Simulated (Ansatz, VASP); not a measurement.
## One calculation of Pd, two programs

INCAR

```
SYSTEM = Pd
  PREC = Accurate
  ENCUT = 520
  EDIFF = 1E-7
  ISMEAR = -1
  SIGMA = 1.0
  LREAL = .FALSE.
  LASPH = .TRUE.
  NELM = 80
  ALGO = Normal
  ISIF = 2
  LWAVE = .FALSE.
  LCHARG = .FALSE.
  GGA = PE
  NBANDS = 11
```

File KPOINTS:

```
regular mesh
0
G
  14 14 14
  0 0 0
```

The input POSCAR:

```
Pd
1.0
    0.0000000000      1.9734737307      1.9734737307
    1.9734737307      0.0000000000      1.9734737307
    1.9734737307      1.9734737307      0.0000000000
Pd
1
Direct
    0.0000000000      0.0000000000      0.0000000000
```

Input for Ansatz:

```yaml
crystal:
  lattice:
    - [0.0, 1.9734737307, 1.9734737307]
    - [1.9734737307, 0.0, 1.9734737307]
    - [1.9734737307, 1.9734737307, 0.0]
  atoms:
    - { symbol: Pd, position: [0.0, 0.0, 0.0] }
hamiltonian:
  xc: pbe
  pseudopotentials:
    kind: paw
    azcp:
      Pd: "pseudopotentials/Pd.paw.azcp"
basis:
  ecutwfc: 420
  fft_grid_basis: typed
kpoints:
  mp_grid: { grid: [14, 14, 14], shift: [0, 0, 0] }
magnetization:
  spin_polarized: false
scf:
  occupations: { method: fermi_dirac, width: 1.0 }
  lower_state_search: "off"
output:
  stress: true
```

Alike in both runs: task single point; functional PBE; k mesh 14 × 14 × 14; occupations fermi-dirac, width 1 eV; no spin polarisation.

```csv
,VASP,Ansatz
version,VASP 6.6.1,Ansatz 0.2.0
potentials or method,"VASP PAW PBE potentials, release 64 (Pd), cutoff 520 eV","plane waves (420 eV) with PAW, scalar-relativistic"
valence electrons in the cell,10,18
```

Ansatz gave:

| Property | Result |
| --- | --- |
| pressure (GPa) | 13.2 |

Problem. Estimate VASP's values.

Solution. Pressure (GPa): 12.8.

VASP's potentials hold 10 valence electrons a cell and Ansatz's 18, so a difference there can come from the potentials and not from the codes.
